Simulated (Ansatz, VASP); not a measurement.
# One calculation of H4C, two programs

```
H C
1.0
    -2.41695    2.47892    2.47892
     2.41695   -2.47892    2.47892
     2.41695    2.47892   -2.47892
H C
4 1
Direct
  0.00000 0.00000 0.74631
  0.74631 0.00000 0.00000
  0.00000 0.74631 0.00000
  0.25369 0.25369 0.25369
  0.00000 0.00000 0.00000
```

Change from the starting cell: strain -0.0250 x Voigt [1, 0, 0, 0, 0, 0], atoms carried along.

Alike in both runs: task single point; functional LDA; k mesh 6 × 6 × 6; occupations gaussian, width 0.05 eV; no spin polarisation.

|  | VASP | Ansatz |
| --- | --- | --- |
| version | VASP 6.6.1 | Ansatz 0.2.0 |
| potentials or method | VASP PAW LDA potentials, release 64 (H, C), cutoff 520 eV | scalar-relativistic, plane waves, PAW |
| valence electrons in the cell | 8 | 8 |

Ansatz gave:

| Item | Value |
| --- | --- |
| gap on the k mesh at the Fermi level (eV) | 7.24 |
| least direct gap on the mesh (eV) | 7.24 |
| pressure (GPa) | 1.9 |
| traceless stress, the component that is largest in VASP (GPa) | 0.50 |
| rms of the force components (eV/Å) | 0.340 |

**Question.** Estimate VASP's values.

**Answer.** gap on the k mesh at the Fermi level (eV): 7.24; least direct gap on the mesh (eV): 7.24; pressure (GPa): 1.9; traceless stress, the component that is largest in VASP (GPa): 0.49; rms of the force components (eV/Å): 0.363.

LDA's correlation is that of Perdew and Zunger in VASP and of Perdew and Wang (1992) in Ansatz. Atom by atom the forces differ by 0.024 eV/Å (rms over components).
